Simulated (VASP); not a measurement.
Write the native input for VASP 6.6.1 that does the following.

```yaml
Task: single point
Functional: r2SCAN
Dispersion: D4
Potentials_or_basis: VASP PAW PBE potentials, release 64 (Ga_d, Sb)
Cutoff: 550 eV
k_mesh: 6 × 6 × 6
Occupations: gaussian, width 0.01 eV
Spin: no spin polarisation
Dipole_correction: no
Further_INCAR_settings: ALGO = Normal; EDIFF = 1e-06; NBANDS = 16
```

The system is GaSb.

```
CELL_PARAMETERS angstrom
4.31666 0.00000 0.00000
2.15833 3.73834 0.00000
2.15833 1.24611 3.52454
ATOMIC_POSITIONS crystal
Ga 0.00000 0.00000 0.00000
Sb 0.25000 0.25000 0.25000
```

These files were run (other wordings do the same):

POSCAR

```
GaSb
1.0
    4.3166640453      0.0000000000      0.0000000000
    2.1583320227      3.7383407228      0.0000000000
    2.1583320227      1.2461135743      3.5245414340
Ga Sb
1 1
Direct
    0.0000000000      0.0000000000      0.0000000000
    0.2500000000      0.2500000000      0.2500000000
```

INCAR.step1

```
PREC = Accurate
ENCUT = 550
ISMEAR = 0
SIGMA = 0.01
LREAL = False
LASPH = True
NELM = 120
NBANDS = 16
GGA = PE
ALGO = Normal
EDIFF = 1E-5
LWAVE = True
LCHARG = False
GGA_COMPAT = False
```

INCAR.step2

```
PREC = Accurate
ENCUT = 550
EDIFF = 1E-6
ISMEAR = 0
SIGMA = 0.01
LREAL = False
LASPH = True
NELM = 120
ALGO = Normal
ISIF = 2
LWAVE = False
LCHARG = False
METAGGA = R2SCAN
LMIXTAU = True
IVDW = 13
VDW_S6 = 1.0
VDW_S8 = 0.6018749
VDW_A1 = 0.51559235
VDW_A2 = 5.77342911
NBANDS = 16
ISTART = 1
GGA_COMPAT = False
```

KPOINTS

```
regular mesh
0
Gamma
  6 6 6
```

Potentials or basis: VASP PAW PBE potentials, release 64 (Ga_d, Sb).

Command:

```sh
$ cat potpaw_PBE.64/Ga_d/POTCAR potpaw_PBE.64/Sb/POTCAR > POTCAR
$ cp INCAR.step1 INCAR
$ mpirun -np 1 vasp_std > vasp.out
$ cp INCAR.step2 INCAR
$ mpirun -np 1 vasp_std > vasp.out
```

It gave:

| Quantity | Value |
| --- | --- |
| Pressure | 0.1 GPa |
| Band gap on the k mesh | 0.50 eV, direct |
| Dispersion energy per atom | -0.143 eV |

Caveat: the PAW data sets were made with another functional, which shifts forces and pressure a little; spin-orbit coupling is left out, which moves the levels of the heavy elements.

Run time: 64 s on 1 thread of Intel Xeon 6975P-C (shared host), peak memory 0.22 GiB.
